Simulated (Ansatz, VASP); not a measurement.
One calculation of IrSe, two programs

INCAR

```
SYSTEM = IrSe
ALGO     = Normal         ! electronic algorithm
EDIFF    = 1E-7           ! SCF threshold, eV
ENCUT    = 520            ! plane-wave cutoff, eV
GGA      = PE             ! functional
GGA_COMPAT= .False.      
ISIF     = 2              ! what is computed and relaxed
ISMEAR   = 0              ! smearing method
LASPH    = .True.         ! aspherical terms in the spheres
LCHARG   = .True.         ! write CHGCAR
LMAXMIX  = 4              ! l up to which the mixer works
LORBIT   = 11             ! projections on sites
LORBMOM  = .True.       
LREAL    = .False.        ! projectors in reciprocal space
LSORBIT  = .True.         ! spin-orbit coupling
LVHAR    = .True.       
LWAVE    = .False.        ! write WAVECAR
MAGMOM   = 0 0 0 0 0 0    ! initial moments
NBANDS   = 27             ! bands
NELM     = 150            ! most SCF steps
PREC     = Accurate       ! precision mode
SIGMA    = 0.05           ! smearing width, eV
```

File KPOINTS:

```
k-points
0
Gamma
  10 10 10
  0 0 0
```

File POSCAR:

```
IrSe
1.0
    0.0000000000      2.7820649878      2.7820649878
    2.7820649878      0.0000000000      2.7820649878
    2.7820649878      2.7820649878      0.0000000000
Ir Se
1 1
Direct
    0.0000000000      0.0000000000      0.0000000000
    0.2500000000      0.2500000000      0.2500000000
```

Input for Ansatz:

```yaml
crystal:
  lattice:
    - [0.0, 2.7820649878, 2.7820649878]
    - [2.7820649878, 0.0, 2.7820649878]
    - [2.7820649878, 2.7820649878, 0.0]
  atoms:
    - { symbol: Ir, position: [0.0, 0.0, 0.0] }
    - { symbol: Se, position: [0.25, 0.25, 0.25] }
basis:
  ecutwfc: 420
  ecutrho_ratio: 4
kpoints:
  mp_grid: { grid: [10, 10, 10] }
hamiltonian:
  xc: pbe
scf:
  occupations: { method: gaussian, width: 0.05 }
output:
  forces: true
  stress: true
  eigenvalues: true
  populations: true
  dos: { projected: true, de: 0.02 }
  write_density: true
  write_potential: true
  elf: true
  volumetric_format: npy
magnetization:
  noncollinear: true
  spin_orbit: true
```

Alike in both runs: task single point; functional PBE; k mesh 10 × 10 × 10; occupations gaussian, width 0.05 eV; non-collinear spin, spin-orbit coupling.

```csv
,VASP,Ansatz
version,VASP 6.6.1,Ansatz 0.2.0
potentials or method,"VASP PAW PBE potentials, release 64 (Ir, Se), cutoff 520 eV","plane waves, PAW"
valence electrons in the cell,15,33
```

```tsv
	VASP	Ansatz	Ansatz less VASP
pressure (GPa)	1.0	0.6	-0.46
net moment per atom (μB)	0.00	0.00	0.000
```

VASP's potentials hold 15 valence electrons a cell and Ansatz's 33, so a difference there can come from the potentials and not from the codes.
